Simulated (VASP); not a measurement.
Crystal: SiC.

```
Si C
1.0
     1.53890   -2.66750    0.00000
     1.53890    2.66750    0.00000
     0.00000    0.00000   15.12190
Si C
6 6
Direct
  0.16730 0.83270 0.85800
  0.83270 0.16730 0.35800
  0.50070 0.49930 0.52410
  0.49930 0.50070 0.02410
  0.83570 0.16430 0.69124
  0.16430 0.83570 0.19124
  0.49600 0.50400 0.65030
  0.50400 0.49600 0.15030
  0.16000 0.84000 0.98170
  0.84000 0.16000 0.48170
  0.82900 0.17100 0.81680
  0.17100 0.82900 0.31680
```

* Program: VASP 6.6.1
* Task: relaxation of cell and atoms
* Functional: LDA
* Potentials or basis: VASP PAW LDA potentials, release 64 (Si, C)
* Cutoff: 600 eV
* k mesh: 8 × 8 × 2
* Occupations: gaussian, width 0.01 eV
* Spin: no spin polarisation

At the start: pressure -4.1 GPa; volume 10.35 Å³/atom.

Task: How do energy, volume and symmetry change on relaxing?

Result: Over 21 steps the energy falls by 8.2 meV/atom and the volume is 10.15 Å³/atom (-1.9 %); space group P6_3mc (No. 186, to 0.05 Å).

Step by step:
| step | energy change (eV) | largest force (eV/Å) | pressure (GPa) | volume (Å³) |
| --- | --- | --- | --- | --- |
| 1 | 0.0000 | 0.7132 | -4.07 | 124.15 |
| 2 | -0.0037 | 0.7830 | 4.73 | 119.48 |
| 3 | -0.0922 | 0.1508 | 0.13 | 121.72 |
| 4 | -0.0922 | 0.1549 | 0.22 | 121.68 |
| 5 | -0.0966 | 0.0654 | 0.11 | 121.73 |
| 6 | -0.0966 | 0.0648 | 0.12 | 121.73 |
| 7 | -0.0969 | 0.0467 | -0.11 | 121.85 |
| 8 | -0.0970 | 0.0340 | -0.05 | 121.82 |
| 9 | -0.0972 | 0.0364 | -0.03 | 121.81 |
| 10 | -0.0975 | 0.0462 | 0.01 | 121.79 |
| 11 | -0.0977 | 0.0216 | 0.01 | 121.78 |
| 12 | -0.0978 | 0.0290 | 0.02 | 121.78 |
| 13 | -0.0978 | 0.0232 | 0.00 | 121.79 |
| 14 | -0.0979 | 0.0195 | -0.02 | 121.80 |
| 15 | -0.0979 | 0.0176 | 0.00 | 121.79 |
| 16 | -0.0980 | 0.0267 | 0.02 | 121.78 |
| 17 | -0.0980 | 0.0189 | 0.01 | 121.78 |
| 18 | -0.0981 | 0.0041 | 0.01 | 121.78 |
| 19 | -0.0981 | 0.0046 | 0.01 | 121.78 |
| 20 | -0.0981 | 0.0047 | 0.01 | 121.78 |
| 21 | -0.0981 | 0.0014 | 0.00 | 121.79 |

Final structure:
```
CELL_PARAMETERS angstrom
1.53022 -2.65025 0.00000
1.53022 2.65025 0.00000
0.00000 0.00000 15.01583
ATOMIC_POSITIONS crystal
Si 0.16665 0.83335 0.85770
Si 0.83335 0.16665 0.35770
Si 0.50001 0.49999 0.52448
Si 0.49999 0.50001 0.02448
Si 0.83333 0.16667 0.69121
Si 0.16667 0.83333 0.19121
C 0.50000 0.50000 0.64984
C 0.50000 0.50000 0.14984
C 0.16665 0.83335 0.98270
C 0.83335 0.16665 0.48270
C 0.83331 0.16669 0.81620
C 0.16669 0.83331 0.31620
```
